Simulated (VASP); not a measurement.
**Co: single point with PBEsol**

The system is Co.

```
CELL_PARAMETERS angstrom
2.48736 0.00000 0.00000
-1.24368 2.15412 0.00000
0.00000 0.00000 4.06329
ATOMIC_POSITIONS crystal
Co 0.66667 0.33333 0.25986
Co 0.33333 0.66667 0.74014
```

```yaml
Program: VASP 6.6.1
Task: single point
Functional: PBEsol
Potentials_or_basis: VASP PAW PBE potentials, release 64 (Co)
Cutoff: 520 eV
k_mesh: 13 × 13 × 7
Occupations: fermi-dirac, width 0.1 eV
Spin: collinear spin, antiferromagnetic start
Starting_moments: "[3.0, -3.0] μB"
Dipole_correction: no
Further_INCAR_settings: ALGO = Normal; EDIFF = 1e-06; NBANDS = 20
```

* Pressure: -18.2 GPa
* Largest force: 0.526 eV/Å
* Band gap on the k mesh: zero (filled and empty bands overlap)
* Net moment: 0.00 μB per cell
* Site moments: Co +0.67, -0.67 μB
* Valence electrons inside the program's atomic spheres: Co 8.27

Forces on the atoms (eV/Å):
```
Co   0.000  0.000 -0.526
Co   0.000  0.000  0.526
```

Stress tensor (GPa, compression positive):
```
-17.46   0.00   0.00
  0.00 -17.46   0.00
  0.00   0.00 -19.68
```

Levels at points of the mesh, in eV from the Fermi level:
Spin up:
| k point | band 6 | band 7 | band 8 | band 9 | band 10 | band 11 | band 12 | band 13 |
| --- | --- | --- | --- | --- | --- | --- | --- | --- |
| (0.00, 0.00, 0.00) | -1.32 | -1.32 | -1.06 | -1.06 | -0.17 | 0.19 | 0.19 | 6.62 |
Spin down:
| k point | band 7 | band 8 | band 9 | band 10 | band 11 | band 12 |
| --- | --- | --- | --- | --- | --- | --- |
| (0.00, 0.00, 0.00) | -1.32 | -1.06 | -1.06 | -0.17 | 0.19 | 0.19 |

Wall time 65 s on 1 thread of Intel(R) Xeon(R) 6975P-C (Granite Rapids) (shared host), peak memory 0.18 GiB.

Caveat: the PAW data sets were made with another functional, which shifts forces and pressure a little.
